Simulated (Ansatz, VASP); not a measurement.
**Li in VASP and in Ansatz**

```
Li
1.0
     1.50398    0.86833    7.58830
    -1.50398    0.86833    7.58830
     0.00000   -1.73665    7.58830
Li
3
Direct
  0.00000 0.00000 0.00000
  0.22200 0.22200 0.22200
  0.77800 0.77800 0.77800
```

Change from the starting cell: equal xx and yy strain of -3 %, PAW files.

Alike in both runs: task electric field gradients; functional PBEsol; k mesh 12 × 12 × 12; occupations fermi-dirac, width 0.05 eV; no spin polarisation.

|  | VASP | Ansatz |
| --- | --- | --- |
| version | VASP 6.6.1 | Ansatz 0.2.0 |
| potentials or method | VASP PAW PBE potentials, release 64 (Li_sv) | PAW with Ansatz's default frozen-core files, scalar-relativistic |
| plane-wave cutoff (eV) | 520 | 420 |
| valence electrons in the cell | 9 | 9 |

|  | VASP | Ansatz | Ansatz less VASP |
| --- | --- | --- | --- |
| rms of the force components (eV/Å) | 0.005 | 0.005 | -0.0001 |

VASP's potentials were made for PBE, not for PBEsol. Atom by atom the forces differ by 0.000 eV/Å (rms over components).

Noted on VASP's run: the cutoff is short for stress, so the pressure is rough.
